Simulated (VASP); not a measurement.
Input of a VASP 6.6.1 run:

Contents of INCAR:

```
PREC     = Accurate       # precision mode
ENCUT    = 500            # plane-wave cutoff, eV
EDIFF    = 1E-7           # SCF threshold, eV
ISMEAR   = 0              # smearing method
SIGMA    = 0.2            # smearing width, eV
LREAL    = F              # projectors in reciprocal space
LASPH    = T              # aspherical terms in the spheres
NELM     = 120            # most SCF steps
ALGO     = Normal         # electronic algorithm
ISIF     = 3              # what is computed and relaxed
LWAVE    = F              # write WAVECAR
LCHARG   = F              # write CHGCAR
GGA      = PE             # functional
IBRION   = 2              # ionic algorithm
NSW      = 36             # ionic steps
EDIFFG   = -0.08          # ionic threshold
GGA_COMPAT= F            
NELMIN   = 4
```

Contents of KPOINTS:

```
regular mesh
0
Gamma
  3 3 3
```

Contents of POSCAR:

```
Si4Se3
1.0
    3.3185593800      1.9159711500      4.0501815100
   -3.3185593800      1.9159711500      4.0501815100
    0.0000000000     -3.8319423100      4.0501815100
Si Se
4 3
Direct
    0.5000000000      0.5000000000      0.5000000000
    0.0000000000      0.0000000000      0.5000000000
    0.5000000000      0.0000000000      0.0000000000
    0.0000000000      0.5000000000      0.0000000000
    0.5000000000      0.5000000000      0.0000000000
    0.0000000000      0.5000000000      0.5000000000
    0.5000000000      0.0000000000      0.5000000000
```

Potentials or basis: VASP PAW PBE potentials, release 64 (Si, Se).

The run is started by

```console
$ cat potpaw_PBE.64/Si/POTCAR potpaw_PBE.64/Se/POTCAR > POTCAR
$ mpirun -np 1 vasp_std > vasp.out
```

**Question.** Predict the space group after relaxing (to 0.1 Å).

**Answer.** R-3m (No. 166).

**Question.** Estimate the relaxed cell.

**Answer.** a = 5.398 Å, b = 5.398 Å, c = 5.398 Å, α = 84.00°, β = 84.00°, γ = 84.00°.

Final structure:
```
Si Se
1.0
     3.61218    2.08549    3.42701
    -3.61218    2.08549    3.42701
     0.00000   -4.17098    3.42701
Si Se
4 3
Direct
  0.50000 0.50000 0.50000
  0.00000 0.00000 0.50000
  0.50000 0.00000 0.00000
  0.00000 0.50000 0.00000
  0.50000 0.50000 0.00000
  0.00000 0.50000 0.50000
  0.50000 0.00000 0.50000
```

Caveat: the k points lie up to 0.39 Å⁻¹ apart in the final cell.
